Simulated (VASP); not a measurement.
Cd: single point with PBE

Crystal: Cd.

```
CELL_PARAMETERS angstrom
3.00071 0.00000 0.00000
-1.50036 2.59869 0.00000
0.00000 0.00000 5.92616
ATOMIC_POSITIONS crystal
Cd 0.33333 0.66667 0.25000
Cd 0.66667 0.33333 0.75000
```

| Item | Value |
| --- | --- |
| Program | VASP 6.6.1 |
| Task | single point |
| Functional | PBE |
| Potentials or basis | VASP PAW PBE potentials, release 64 (Cd) |
| Cutoff | 520 eV |
| k mesh | 12 × 12 × 6 |
| Occupations | fermi-dirac, width 0.1 eV |
| Spin | no spin polarisation |

```json
{
 "Pressure": "0.3 GPa",
 "Band gap on the k mesh": "zero (bands 12 and 13 overlap by 4.11 eV)"
}
```

Stress tensor (GPa, compression positive):
```
0.34 0.00 0.00
0.00 0.34 0.00
0.00 0.00 0.12
```

Levels at points of the mesh, in eV from the Fermi level:
| k point | band 9 | band 10 | band 11 | band 12 | band 13 | band 14 | band 15 | band 16 |
| --- | --- | --- | --- | --- | --- | --- | --- | --- |
| (0.00, 0.00, 0.00) | -8.44 | -8.44 | -8.39 | -3.53 | -2.87 | 9.03 | 13.16 | 14.57 |
| (0.50, 0.00, 0.00) | -8.15 | -8.14 | -2.03 | -1.61 | 1.64 | 2.66 | 3.01 | 5.02 |
| (0.00, 0.00, 0.50) | -8.52 | -8.52 | -7.07 | -7.07 | 2.87 | 2.87 | 14.87 | 14.87 |
| (0.50, 0.00, 0.50) | -8.15 | -8.15 | -1.30 | -1.30 | 0.08 | 0.08 | 7.34 | 7.34 |

It took 48 s on 1 thread of Intel Xeon 8259CL, on a shared host, peak memory 0.2 GiB.
